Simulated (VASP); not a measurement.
Input of a VASP 6.6.1 run:

Contents of POSCAR:

```
SiC
1.0
    2.9646249402      0.0069159062     -0.1182673305
   -1.4763231196      2.6817697630      0.1400298277
   -0.1941448321      0.1533410131      5.1879161747
Si C
2 2
Direct
    0.3351215363      0.6697143576      0.0029158460
    0.6642923299      0.3272769774      0.5040438015
    0.3357558527      0.6662957790      0.3814002201
    0.6648302812      0.3367128860      0.8816401323
```

The input INCAR.step1:

```
PREC = Accurate ; ENCUT = 520
ISMEAR = 0 ; SIGMA = 0.05
LREAL = F ; LASPH = T
NELM = 60 ; NBANDS = 16
GGA = PE ; ALGO = Normal
EDIFF = 1E-4 ; LWAVE = T
LCHARG = F
```

File INCAR.step2:

```
PREC = Accurate ; ENCUT = 520
EDIFF = 1E-6 ; ISMEAR = 0
SIGMA = 0.05 ; LREAL = F
LASPH = T ; NELM = 60
ALGO = Normal ; ISIF = 2
LWAVE = F ; LCHARG = T
METAGGA = R2SCAN ; LMIXTAU = T
LELF = T ; LVHAR = T
NBANDS = 16 ; ISTART = 1
```

The input KPOINTS:

```
Automatic mesh
0
Gamma
  12 12 4
```

Potentials or basis: VASP PAW PBE potentials, release 64 (Si, C).

The run is started by

```sh
$ cat potpaw_PBE.64/Si/POTCAR potpaw_PBE.64/C/POTCAR > POTCAR
$ cp INCAR.step1 INCAR
$ mpirun -np 1 vasp_std > vasp.out
$ cp INCAR.step2 INCAR
$ mpirun -np 1 vasp_std > vasp.out
```

Task: Estimate the largest force.

Result: 1.304 eV/Å.

Task: Estimate the pressure.

Result: 2.0 GPa.

Task: What does it give for the band gap on the k mesh?

Result: 2.36 eV (least direct gap 4.52 eV).

Stress tensor (GPa, compression positive):
```
 21.44  -1.90  13.13
 -1.90  -1.56 -10.59
 13.13 -10.59 -13.97
```

Caveat: the stress differs along the axes, from -14 to 21 GPa; the PAW data sets were made with another functional, which shifts forces and pressure a little. A k mesh can miss the band edges.
